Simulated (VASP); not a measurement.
# Ta (Im-3m) in VASP: a series of runs

Runs on Ta. Level: LDA. Tasks: single point.

Everything below comes from runs of VASP 6.6.1. Logs are shortened: lines on timing, memory, paths and dates and some standing lists are left out, and cuts for length are marked.

### 1 The cell of the first run

The structure is cubic, space group Im-3m (No. 229). The conventional cell has a = 3.120 Å, b = 3.120 Å, c = 3.120 Å, α = 90.00°, β = 90.00°, γ = 90.00°. Within 3.6 Å of Ta (site symmetry m-3m) lie 14 Ta at 2.70 to 3.12 Å.

### 2 Single point, LDA (volume scaled by 0.88)

The input, INCAR:

```
PREC = Accurate
ENCUT = 520
EDIFF = 1E-7
ISMEAR = -1
SIGMA = 0.1
LREAL = F
LASPH = T
NELM = 100
ALGO = Normal
ISIF = 2
LWAVE = F
LCHARG = T
GGA = CA
LELF = T
LVHAR = T
NBANDS = 12
```

The input, KPOINTS:

```
Automatic mesh
0
Gamma
  22 22 22
```

The input, POSCAR:

```
Ta
1.0
   -1.5597710608      1.5597710608      1.5597710608
    1.5597710608     -1.5597710608      1.5597710608
    1.5597710608      1.5597710608     -1.5597710608
Ta
1
Direct
    0.0000000000      0.0000000000      0.0000000000
```

Potentials or basis: VASP PAW LDA potentials, release 64 (Ta_pv).

Launch:

```sh
$ cat potpaw_LDA.64/Ta_pv/POTCAR > POTCAR
$ mpirun -np 1 vasp_std > vasp.out
```

OUTCAR:

```text
PREC = Accurate
   ENCUT = 520
   EDIFF = 1E-7
   ISMEAR = -1
   LREAL = F
   LASPH = T
   NELM = 100
   ISIF = 2
   GGA = CA

 ion  position               nearest neighbor table
   1  0.000  0.000  0.000-

  LATTYP: Found a body centered cubic cell.
 ALAT       =     3.1195421216

  Lattice vectors:

 A1 = (  -1.5597710608,   1.5597710608,   1.5597710608)
 A2 = (   1.5597710608,  -1.5597710608,   1.5597710608)
 A3 = (   1.5597710608,   1.5597710608,  -1.5597710608)

Analysis of symmetry for initial positions (statically):
=====================================================================
 Subroutine PRICEL returns:
 Original cell was already a primitive cell.

 Routine SETGRP: Setting up the symmetry group for a
 body centered cubic supercell.

 Subroutine GETGRP returns: Found 48 space group operations
 (whereof 48 operations were pure point group operations)
 out of a pool of 48 trial point group operations.

The static configuration has the point symmetry O_h .

Analysis of symmetry for dynamics (positions and initial velocities):
=====================================================================
 Subroutine PRICEL returns:
 Original cell was already a primitive cell.

 Routine SETGRP: Setting up the symmetry group for a
 body centered cubic supercell.

 Subroutine GETGRP returns: Found 48 space group operations
 (whereof 48 operations were pure point group operations)
 out of a pool of 48 trial point group operations.

The dynamic configuration has the point symmetry O_h .

 Subroutine INISYM returns: Found 48 space group operations
 (whereof 48 operations are pure point group operations),
 and found     1 'primitive' translations

----------------------------------------------------------------------------------------

                                     Primitive cell

  volume of cell :      15.1790

  direct lattice vectors                    reciprocal lattice vectors
    -1.559771061  1.559771061  1.559771061     0.000000000  0.320559865  0.320559865
     1.559771061 -1.559771061  1.559771061     0.320559865  0.000000000  0.320559865
     1.559771061  1.559771061 -1.559771061     0.320559865  0.320559865  0.000000000

  length of vectors
     2.701602725  2.701602725  2.701602725     0.453340108  0.453340108  0.453340108

  position of ions in fractional coordinates (direct lattice)
     0.000000000  0.000000000  0.000000000

  ion indices of the primitive-cell ions
   primitive index   ion index
                 1           1

----------------------------------------------------------------------------------------

 KPOINTS: Automatic mesh

Automatic generation of k-mesh.
 Grid dimensions read from file:
 generate k-points for:   22   22   22

 Generating k-lattice:

  Cartesian coordinates                     Fractional coordinates (reciprocal lattice)
     0.000000000  0.014570903  0.014570903     0.045454545  0.000000000  0.000000000
     0.014570903  0.000000000  0.014570903     0.000000000  0.045454545  0.000000000
     0.014570903  0.014570903  0.000000000     0.000000000  0.000000000  0.045454545

  Length of vectors
     0.020606369  0.020606369  0.020606369

  Shift w.r.t. Gamma in fractional coordinates (k-lattice)
     0.000000000  0.000000000  0.000000000

 Subroutine IBZKPT returns following result:
 ===========================================

 Found    328 irreducible k-points:

 Following reciprocal coordinates:
            Coordinates               Weight
  0.000000  0.000000  0.000000      1.000000
  0.045455  0.000000  0.000000     12.000000
  0.090909  0.000000  0.000000     12.000000
  0.136364  0.000000  0.000000     12.000000
  0.181818  0.000000  0.000000     12.000000
  0.227273  0.000000  0.000000     12.000000
[... 16 lines left out ...]
  0.090909  0.090909  0.000000     24.000000
  0.136364  0.090909  0.000000     48.000000
 [... further k-points ...]
   k-points           NKPTS =    328   k-points in BZ     NKDIM =    328   number of bands    NBANDS=     12
   number of dos      NEDOS =    301   number of ions     NIONS =      1
   total plane-waves  NPLWV =   8000
   dimension x,y,z NGX =    20 NGY =   20 NGZ =   20
   dimension x,y,z NGXF=    40 NGYF=   40 NGZF=   40
   ions per type =               1
   NGX,Y,Z   is equivalent  to a cutoff of  12.31, 12.31, 12.31 a.u.
   NGXF,Y,Z  is equivalent  to a cutoff of  24.61, 24.61, 24.61 a.u.
 SYSTEM =  unknown system
   PREC   = accura    normal or accurate (medium, high low for compatibility)
   ISTART =      0    job   : 0-new  1-cont  2-samecut
   ICHARG =      2    charge: 1-file 2-atom 10-const
   ISPIN  =      1    spin polarized calculation?
   LNONCOLLINEAR =      F non collinear calculations
   LSORBIT =      F    spin-orbit coupling
   LASPH  =      T    aspherical Exc in radial PAW
   ENCUT  =  520.0 eV  38.22 Ry    6.18 a.u.   5.02  5.02  5.02*2*pi/ulx,y,z
   NELM   =    100;   NELMIN=  2; NELMDL= -5     # of ELM steps
   EDIFF  = 0.1E-06   stopping-criterion for ELM
   LREAL  =      F    real-space projection
   EDIFFG = 0.1E-05   stopping-criterion for IOM
   NSW    =      0    number of steps for IOM
   IBRION =     -1    ionic relax: 0-MD 1-quasi-New 2-CG
   NFREE  =      0    steps in history (QN), initial steepest desc. (CG)
   ISIF   =      2    stress and relaxation
   ISYM   =      2    0-nonsym 1-usesym 2-fastsym
   POTIM  = 0.5000    time-step for ionic-motion
   TEBEG  =    0.0;   TEEND  =   0.0 temperature during run
   PSTRESS=    0.0 pullay stress
   NELECT =      11.0000    total number of electrons
   NUPDOWN=      -1.0000    fix difference up-down
   EMIN   =  10.00;   EMAX   =-10.00  energy-range for DOS
   EFERMI =   0.00;   METHOD = LEGACY
   ISMEAR =    -1;   SIGMA  =   0.10  broadening in eV -4-tet -1-fermi 0-gaus
   EFERMI_NEDOS =   21; number of points for ismear=-14 and -15
   IALGO  =     38    algorithm
   IMIX   =      4    mixing-type and parameters
     AMIX     =   0.40;   BMIX     =  1.00
     AMIX_MAG =   1.60;   BMIX_MAG =  1.00
  volume/ion in A,a.u.               =      15.18       102.43
  Fermi-wavevector in a.u.,A,eV,Ry     =   1.470477  2.778798 29.419909  2.162302
  Thomas-Fermi vector in A             =   2.585729
   LORBIT       =      0    0 simple, 1 ext, 2 COOP (PROOUT), +10 PAW based schemes
   GGA     = CA    functional components
   LHFCALC =     F    Hartree Fock is set to
   AEXX    =    0.0000 exact exchange contribution
   IVDW    =     0    specifies the selected vdW correction
   LEPSILON=     F    determine dielectric tensor
   LRPA    =     F    only Hartree local field effects (RPA)
 non-spin polarized calculation
  energy-cutoff  :      520.00
  volume of cell :       15.18
 maximum number of plane-waves:       420
   NGX =  9   NGY =  9   NGZ =  9

 number of electron      11.0000003 magnetization

 Free energy of the ion-electron system (eV)
  ---------------------------------------------------
  ext. energy  EPLUGINS =         0.00000000
  ---------------------------------------------------
  free energy    TOTEN  =       -12.63264800 eV

  energy without entropy =      -12.59718522  energy(sigma->0) =      -12.61491661

 E-fermi :   6.9297     XC(G=0): -13.6878

 val. band max:        6.9218870959   @ k =  -0.1818   0.1818   0.0909
 cond. band min:       6.9320180195   @ k =  -0.3182   0.3182   0.0455
 fundamental gap:      0.0101309236
 Fermi energy:         6.9296530656

 k-point     1 :       0.0000    0.0000    0.0000
  band No.  band energies     occupation
      1     -25.2995      2.00000
      2     -25.2995      2.00000
      3     -25.2995      2.00000
      4      -1.5262      2.00000
      5       7.5397      0.00447
      6       7.5397      0.00447
      7       7.5397      0.00447
      8      11.4462      0.00000
      9      11.4462      0.00000
     10      21.1674      0.00000
     11      22.7877      0.00000
     12      22.7877      0.00000

 k-point     2 :       0.0455    0.0000    0.0000
  band No.  band energies     occupation
      1     -25.3470      2.00000
      2     -25.3133      2.00000
      3     -25.2999      2.00000
      4      -1.4088      2.00000
      5       7.4620      0.00970
      6       7.5205      0.00542
      7       7.6538      0.00143
      8      11.3073      0.00000
      9      11.4442      0.00000
     10      21.1673      0.00000
     11      22.8993      0.00000
     12      22.9844      0.00000

 k-point     3 :       0.0909    0.0000    0.0000
  band No.  band energies     occupation
      1     -25.4840      2.00000
      2     -25.3534      2.00000
      3     -25.3013      2.00000
      4      -1.0679      2.00000
      5       7.2430      0.08349
      6       7.4447      0.01153
      7       7.9937      0.00005
      8      10.9877      0.00000
      9      11.4437      0.00000
     10      21.1670      0.00000
     11      23.2074      0.00000
     12      23.5596      0.00000

 k-point     4 :       0.1364    0.0000    0.0000
  band No.  band energies     occupation
      1     -25.6947      2.00000
      2     -25.4160      2.00000
      3     -25.3035      2.00000
      4      -0.5384      2.00000
      5       6.9191      1.05275
      6       7.2739      0.06199
      7       8.5518      0.00000
      8      10.6930      0.00000
      9      11.4588      0.00000
     10      21.1668      0.00000
     11      23.6185      0.00000
     12      24.4748      0.00000

 k-point     5 :       0.1818    0.0000    0.0000
  band No.  band energies     occupation
      1     -25.9570      2.00000
      2     -25.4954      2.00000
      3     -25.3063      2.00000
      4       0.1173      2.00000
      5       6.5350      1.96210
      6       7.0137      0.60267
      7       9.3153      0.00000
      8      10.5798      0.00000
      9      11.5069      0.00000
     10      21.1664      0.00000
     11      23.9263      0.00000
     12      25.6815      0.00000

 k-point     6 :       0.2273    0.0000    0.0000
  band No.  band energies     occupation
      1     -26.2453      2.00000
      2     -25.5847      2.00000
      3     -25.3096      2.00000
      4       0.8009      2.00000
      5       6.1328      1.99931
      6       6.7759      1.64620
      7      10.2656      0.00000
      8      10.6731      0.00000
      9      11.6029      0.00000
     10      21.1656      0.00000
     11      23.8157      0.00000
     12      26.6919      0.00000

 k-point     7 :       0.2727    0.0000    0.0000
  band No.  band energies     occupation
      1     -26.5349      2.00000
      2     -25.6762      2.00000
      3     -25.3130      2.00000
      4       1.3755      2.00000
      5       5.7468      1.99999
      6       6.7445      1.72869
      7      10.9093      0.00000
      8      11.3765      0.00000
      9      11.7549      0.00000
     10      21.1642      0.00000
     11      23.1699      0.00000
     12      25.9157      0.00000

 k-point     8 :       0.3182    0.0000    0.0000
  band No.  band energies     occupation
      1     -26.8031      2.00000
      2     -25.7627      2.00000
      3     -25.3164      2.00000
      4       1.7163      2.00000
      5       5.4028      2.00000
      6       7.0666      0.40539
      7      11.2020      0.00000
      8      11.9603      0.00000
      9      12.6087      0.00000
     10      21.1617      0.00000
     11      22.2359      0.00000
     12      24.7215      0.00000
[... 166 lines left out ...]
 k-point    20 :       0.3636    0.0455    0.0000
  band No.  band energies     occupation
      1     -27.1178      2.00000
      2     -25.8791      2.00000
      3     -25.3384      2.00000
      4       1.8993      2.00000
      5       5.0238      2.00000
      6       7.9903      0.00005
      7      11.4586      0.00000
      8      12.4149      0.00000
      9      14.6588      0.00000
     10      20.9661      0.00000
     11      21.1557      0.00000
     12      23.0001      0.00000

 k-point    21 :       0.4091    0.0455   -0.0000
  band No.  band energies     occupation
      1     -27.2561      2.00000
      2     -25.9282      2.00000
      3     -25.3405      2.00000
      4       1.8425      2.00000
      5       4.8569      2.00000
      6       8.7892      0.00000
      7      11.5225      0.00000
      8      12.6405      0.00000
      9      15.7782      0.00000
     10      20.3289      0.00000
     11      21.1328      0.00000
     12      22.1327      0.00000

 k-point    22 :       0.4545    0.0455    0.0000
  band No.  band energies     occupation
      1     -27.3273      2.00000
      2     -25.9537      2.00000
      3     -25.3416      2.00000
      4       1.7950      2.00000
      5       4.7721      2.00000
      6       9.3557      0.00000
      7      11.4426      0.00000
      8      12.7992      0.00000
      9      16.4837      0.00000
     10      19.9795      0.00000
     11      21.0956      0.00000
     12      21.6810      0.00000

 k-point    23 :       0.0909    0.0909    0.0000
  band No.  band energies     occupation
      1     -25.8093      2.00000
      2     -25.4146      2.00000
      3     -25.3447      2.00000
      4      -0.2330      2.00000
      5       6.8620      1.32599
      6       6.9919      0.69845
      7       8.9621      0.00000
      8      10.4250      0.00000
      9      11.6334      0.00000
     10      21.1667      0.00000
     11      23.8104      0.00000
     12      25.0919      0.00000

 k-point    24 :       0.1364    0.0909    0.0000
  band No.  band energies     occupation
      1     -26.0470      2.00000
      2     -25.4904      2.00000
      3     -25.3592      2.00000
      4       0.4075      2.00000
      5       6.5186      1.96772
      6       6.7011      1.81537
      7       9.7617      0.00000
      8      10.2650      0.00000
      9      11.7986      0.00000
     10      21.1661      0.00000
     11      24.2832      0.00000
     12      25.6447      0.00000

 [... further k-points ...]
[... 5 lines left out ...]
  --------------------------------------------------------------------------------------
  -------------------------------------------------------------------------------------
  Total        3.4379274      3.4379274      3.4379274      0.0000000     -0.0000000     -0.0000000
  in kB      362.8814060    362.8814060    362.8814060      0.0000000     -0.0000000     -0.0000000
  external PRESSURE =     362.8814060 kB  Pullay stress =       0.0000000 kB

 VOLUME and BASIS-vectors are now :
 -----------------------------------------------------------------------------
  energy-cutoff  :      520.00
  volume of cell :       15.18
      direct lattice vectors                 reciprocal lattice vectors
    -1.559771061  1.559771061  1.559771061     0.000000000  0.320559865  0.320559865
     1.559771061 -1.559771061  1.559771061     0.320559865  0.000000000  0.320559865
     1.559771061  1.559771061 -1.559771061     0.320559865  0.320559865  0.000000000

 POSITION                                       TOTAL-FORCE (eV/Angst)
 -----------------------------------------------------------------------------------
      0.00000      0.00000      0.00000        -0.000000      0.000000     -0.000000
 -----------------------------------------------------------------------------------
    total drift:                                0.000000      0.000000      0.000000

  FREE ENERGIE OF THE ION-ELECTRON SYSTEM (eV)
  ---------------------------------------------------
  free  energy   TOTEN  =       -12.6326480029 eV

  energy  without entropy=      -12.5971852231  energy(sigma->0) =      -12.61491661
```

It took 18 s on 1 thread of Intel Xeon 6975P-C (Granite Rapids), shared host; peak memory 0.16 GiB.

What came out:

- Free energy: -12.6326 eV
- Pressure: 36.3 GPa

Levels at points of the mesh, in eV from the Fermi level:
| k point | band 1 | band 2 | band 3 | band 4 | band 5 | band 6 | band 7 | band 8 | band 9 | band 10 |
| --- | --- | --- | --- | --- | --- | --- | --- | --- | --- | --- |
| (0.00, 0.00, 0.00) | -32.23 | -32.23 | -32.23 | -8.46 | 0.61 | 0.61 | 0.61 | 4.52 | 4.52 | 14.24 |
| (0.50, 0.00, 0.00) | -34.28 | -32.87 | -32.25 | -5.23 | -2.19 | 2.72 | 4.55 | 5.77 | 9.55 | 12.81 |
| (0.50, 0.50, 0.50) | -33.62 | -33.62 | -33.62 | -4.99 | -4.99 | 8.27 | 8.27 | 8.27 | 10.49 | 10.49 |

Caveat: spin-orbit coupling is left out, which moves the levels of the heavy elements.

### 3 Single point, LDA (volume scaled by 0.92)

The input, INCAR:

```
SYSTEM = Ta
  PREC = Accurate
  ENCUT = 520
  EDIFF = 1E-7
  ISMEAR = -1
  SIGMA = 0.1
  LREAL = .FALSE.
  LASPH = .TRUE.
  NELM = 60
  ALGO = Normal
  ISIF = 2
  LWAVE = .FALSE.
  LCHARG = .FALSE.
  NBANDS = 12
```

The input, KPOINTS:

```
regular mesh
0
G
  22 22 22
  0 0 0
```

The input, POSCAR:

```
Ta
1.0
   -1.5830546586      1.5830546586      1.5830546586
    1.5830546586     -1.5830546586      1.5830546586
    1.5830546586      1.5830546586     -1.5830546586
Ta
1
Direct
    0.0000000000      0.0000000000      0.0000000000
```

Potentials or basis: VASP PAW LDA potentials, release 64 (Ta_pv).

Launch:

```sh
$ cat potpaw_LDA.64/Ta_pv/POTCAR > POTCAR
$ mpirun -np 1 vasp_std > vasp.out
```

OUTCAR:

```text
SYSTEM = Ta
   PREC = Accurate
   ENCUT = 520
   EDIFF = 1E-7
   ISMEAR = -1
   LREAL = .FALSE.
   LASPH = .TRUE.
   NELM = 60
   ISIF = 2

 ion  position               nearest neighbor table
   1  0.000  0.000  0.000-

  LATTYP: Found a body centered cubic cell.
 ALAT       =     3.1661093172

  Lattice vectors:

 A1 = (  -1.5830546586,   1.5830546586,   1.5830546586)
 A2 = (   1.5830546586,  -1.5830546586,   1.5830546586)
 A3 = (   1.5830546586,   1.5830546586,  -1.5830546586)
[... 536 lines left out ...]
     11      23.5677      0.00000
     12      24.7854      0.00000

 [... further k-points ...]

------------------------ aborting loop because EDIFF is reached ----------------------------------------

  FORCE on cell =-STRESS in cart. coord.  units (eV):
  Direction    XX          YY          ZZ          XY          YZ          ZX
  --------------------------------------------------------------------------------------
  -------------------------------------------------------------------------------------
  Total        2.1735955      2.1735955      2.1735955     -0.0000000     -0.0000000      0.0000000
  in kB      219.4530289    219.4530289    219.4530289     -0.0000000     -0.0000000      0.0000000
  external PRESSURE =     219.4530289 kB  Pullay stress =       0.0000000 kB

 VOLUME and BASIS-vectors are now :
 -----------------------------------------------------------------------------
  energy-cutoff  :      520.00
  volume of cell :       15.87
      direct lattice vectors                 reciprocal lattice vectors
    -1.583054659  1.583054659  1.583054659     0.000000000  0.315845064  0.315845064
     1.583054659 -1.583054659  1.583054659     0.315845064  0.000000000  0.315845064
     1.583054659  1.583054659 -1.583054659     0.315845064  0.315845064  0.000000000

 POSITION                                       TOTAL-FORCE (eV/Angst)
 -----------------------------------------------------------------------------------
      0.00000      0.00000      0.00000         0.000000      0.000000     -0.000000
 -----------------------------------------------------------------------------------
    total drift:                                0.000000     -0.000000      0.000000

  FREE ENERGIE OF THE ION-ELECTRON SYSTEM (eV)
  ---------------------------------------------------
  free  energy   TOTEN  =       -12.7572654489 eV

  energy  without entropy=      -12.7197607171  energy(sigma->0) =      -12.73851308
```

Wall time 21 s (1 thread of Intel Xeon 6975P-C (Granite Rapids), shared host); peak memory 0.16 GiB.

What came out:

```
Free energy : -12.7573 eV
Pressure    : 21.9 GPa
```

Caveat: spin-orbit coupling is left out, which moves the levels of the heavy elements.

(Continued in part 2 of 2.)
